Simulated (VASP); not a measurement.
Set up this calculation in VASP 6.6.1, as the native input.

- Task: single point
- Functional: PBE
- Potentials or basis: VASP PAW PBE potentials, release 64 (Hf_pv, Mo_sv)
- Cutoff: 520 eV
- k mesh: 6 × 6 × 6
- Occupations: gaussian, width 0.1 eV
- Spin: no spin polarisation
- Dipole correction: no
- Further INCAR settings: ALGO = Normal; EDIFF = 1e-06; NBANDS = 24

The structure of Hf2Mo lies in POSCAR:

```
Hf2Mo
1.0
    4.8685385536      0.0000000000      0.0000000000
   -2.4342692768      4.2162780667      0.0000000000
    0.0000000000      0.0000000000      2.8406779335
Hf Mo
2 1
Direct
    0.3333333333      0.6666666667      0.5000000000
    0.6666666667      0.3333333333      0.5000000000
    0.0000000000      0.0000000000      0.0000000000
```

These files were run (other wordings do the same):

INCAR

```
SYSTEM = Hf2Mo
PREC = Accurate
ENCUT = 520
EDIFF = 1E-6
ISMEAR = 0
SIGMA = 0.1
LREAL = .FALSE.
LASPH = .TRUE.
NELM = 100
ALGO = Normal
ISIF = 2
LWAVE = .FALSE.
LCHARG = .TRUE.
GGA = PE
LELF = .TRUE.
LVHAR = .TRUE.
NBANDS = 24
```

KPOINTS

```
Automatic mesh
0
G
  6 6 6
  0 0 0
```

Potentials or basis: VASP PAW PBE potentials, release 64 (Hf_pv, Mo_sv).

Launch:

```bash
$ cat potpaw_PBE.64/Hf_pv/POTCAR potpaw_PBE.64/Mo_sv/POTCAR > POTCAR
$ mpirun -np 1 vasp_std > vasp.out
```

It gave:

```
Pressure               : -0.4 GPa
Band gap on the k mesh : zero (band 17 reaches 8.26 eV, above the bottom of band 18 at 6.12 eV)
```

Caveat: the k points lie up to 0.37 Å⁻¹ apart; spin-orbit coupling is left out, which moves the levels of the heavy elements.

It took 14 s on 1 thread of Intel(R) Xeon(R) 6975P-C (Granite Rapids), on a shared host, peak memory 0.2 GiB.
